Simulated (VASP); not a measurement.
Runs of VASP 6.6.1 on Pt. The structure is that of space group Fm-3m (No. 225), or close to it. The cells are those of the table. 

```csv
cell,further INCAR settings,gap on the mesh (eV),pressure (GPa)
"a = 2.798, b = 2.798, c = 3.957 Å, 2 atoms",ALGO = Fast; EDIFF = 1e-06; NBANDS = 17,none,-8.3
"a = 2.715, b = 2.715, c = 3.840 Å, 2 atoms",ALGO = Fast; EDIFF = 1e-06; NBANDS = 17,none,(b)
"a = 2.743, b = 2.743, c = 3.879 Å, 2 atoms",ALGO = Fast; EDIFF = 1e-07; NBANDS = 17,none,(a)
"a = 2.687, b = 2.687, c = 3.801 Å, 2 atoms",ALGO = Fast; EDIFF = 1e-06; NBANDS = 17,none,33.1
"a = 2.826, b = 2.826, c = 3.996 Å, 2 atoms",ALGO = Fast; EDIFF = 1e-06; NBANDS = 17,none,-14.9
```

Alike in all rows: task single point; level PBEsol; potentials or basis VASP PAW PBE potentials, release 64 (Pt); no spin polarisation; k mesh 18 × 18 × 14; cutoff (eV) 520; smearing gaussian 0.1 eV.

Estimate the missing entries.

(a) 8.9; (b) 20.0.

Caveats: the PAW data sets were made with another functional, which shifts forces and pressure a little; spin-orbit coupling is left out, which moves the levels of the heavy elements; the cell stands under pressure (at least some runs); the cell stands under tension (at least some runs).

A k mesh can miss the band edges, and the runs leave out spin-orbit coupling on Pt.

A gap of «none» marks levels without a gap at the run's occupations.
